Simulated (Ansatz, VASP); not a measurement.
Ca: VASP beside Ansatz

The input INCAR:

```
PREC     = Accurate       # precision mode
ENCUT    = 520            # plane-wave cutoff, eV
EDIFF    = 1E-7           # SCF threshold, eV
ISMEAR   = -1             # smearing method
SIGMA    = 0.08           # smearing width, eV
LREAL    = F              # projectors in reciprocal space
LASPH    = T              # aspherical terms in the spheres
NELM     = 80             # most SCF steps
ALGO     = Normal         # electronic algorithm
ISIF     = 2              # what is computed and relaxed
LWAVE    = F              # write WAVECAR
LCHARG   = F              # write CHGCAR
GGA      = PE             # functional
NBANDS   = 11             # bands
```

File KPOINTS:

```
Automatic mesh
0
Gamma
  12 12 12
```

POSCAR

```
Ca
1.0
    0.0000000000      2.1170884590      2.1170884590
    2.1170884590      0.0000000000      2.1170884590
    2.1170884590      2.1170884590      0.0000000000
Ca
1
Direct
    0.0000000000      0.0000000000      0.0000000000
```

Input for Ansatz:

```yaml
crystal:
  lattice:
    - [0.0, 2.117088459, 2.117088459]
    - [2.117088459, 0.0, 2.117088459]
    - [2.117088459, 2.117088459, 0.0]
  atoms:
    - { symbol: Ca, position: [0.0, 0.0, 0.0] }
kpoints:
  mp_grid: { grid: [12, 12, 12] }
  band_path:
    path:
      - [0.0, 0.0, 0.0]
      - [0.5, 0.0, 0.5]
      - [0.625, 0.25, 0.625]
      - [0.375, 0.375, 0.75]
      - [0.0, 0.0, 0.0]
      - [0.5, 0.5, 0.5]
      - [0.5, 0.25, 0.75]
      - [0.5, 0.0, 0.5]
    npoints: 8
scf:
  occupations: { method: fermi_dirac, width: 0.08 }
hamiltonian:
  xc: pbe
  pseudopotentials: { kind: all_electron, lapw: { basis_error: 0.001 } }
output:
  forces: true
  stress: true
  eigenvalues: true
  populations: true
  dos: { projected: true, de: 0.2, e_range: [-14, 8] }
```

Change from the starting cell: volume scaled by 0.45, LAPW.

Alike in both runs: task single point; functional PBE; k mesh 12 × 12 × 12; occupations fermi-dirac, width 0.08 eV; no spin polarisation.

|  | VASP | Ansatz |
| --- | --- | --- |
| version | VASP 6.6.1 | Ansatz 0.2.0 |
| potentials or method | VASP PAW PBE potentials, release 64 (Ca_sv), cutoff 520 eV | all-electron LAPW, scalar-relativistic |

```tsv
	VASP	Ansatz	Ansatz less VASP
pressure (GPa)	43.6	43.5	-0.15
```

Both programs put the cell under a high pressure, so it lies far from rest at this level. Ansatz ran all-electron here, and VASP with PAW potentials.
